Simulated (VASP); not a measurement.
Write the native input for VASP 6.6.1 that does the following.

| Quantity | Value |
| --- | --- |
| Task | single point |
| Functional | LDA |
| Potentials or basis | VASP PAW LDA potentials, release 64 (Si, Ge_d) |
| Cutoff | 520 eV |
| k mesh | 12 × 12 × 6 |
| Occupations | gaussian, width 0.03 eV |
| Spin | no spin polarisation |
| Dipole correction | no |
| Further INCAR settings | ALGO = Normal; EDIFF = 1e-07; NBANDS = 26 |

The structure of SiGe lies in POSCAR:

```
SiGe
1.0
    3.9700706750      0.0000000000      0.0000000000
   -1.9850353375      3.4381820594      0.0000000000
    0.0000000000      0.0000000000      6.5609628661
Si Ge
2 2
Direct
    0.6666666667      0.3333333333      0.8745031008
    0.3333333333      0.6666666667      0.3745031008
    0.6666666667      0.3333333333      0.5004958992
    0.3333333333      0.6666666667      0.0004958992
```

This cell differs from its parent crystal: volume 22.389 Å^3 an atom, c/a of the conventional cell 1.6526.

The input as run:

INCAR

```
SYSTEM = SiGe
ALGO     = Normal         ! electronic algorithm
EDIFF    = 1E-7           ! SCF threshold, eV
ENCUT    = 520            ! plane-wave cutoff, eV
ISIF     = 2              ! what is computed and relaxed
ISMEAR   = 0              ! smearing method
LASPH    = .TRUE.         ! aspherical terms in the spheres
LCHARG   = .TRUE.         ! write CHGCAR
LELF     = .TRUE.         ! ELF
LREAL    = .FALSE.        ! projectors in reciprocal space
LVHAR    = .TRUE.       
LWAVE    = .FALSE.        ! write WAVECAR
NBANDS   = 26             ! bands
NELM     = 100            ! most SCF steps
PREC     = Accurate       ! precision mode
SIGMA    = 0.03           ! smearing width, eV
```

KPOINTS

```
k-points
0
G
  12 12 6
  0 0 0
```

Potentials or basis: VASP PAW LDA potentials, release 64 (Si, Ge_d).

Run with:

```console
$ cat potpaw_LDA.64/Si/POTCAR potpaw_LDA.64/Ge_d/POTCAR > POTCAR
$ mpirun -np 1 vasp_std > vasp.out
```

It gave:

The pressure is -5.4 GPa and the largest force is 0.028 eV/Å. The band gap on the k mesh is 0.23 eV, direct.

Wall time 2.7 min on 1 thread of Intel Xeon 6975P-C, with other jobs on the host, peak memory 0.27 GiB.
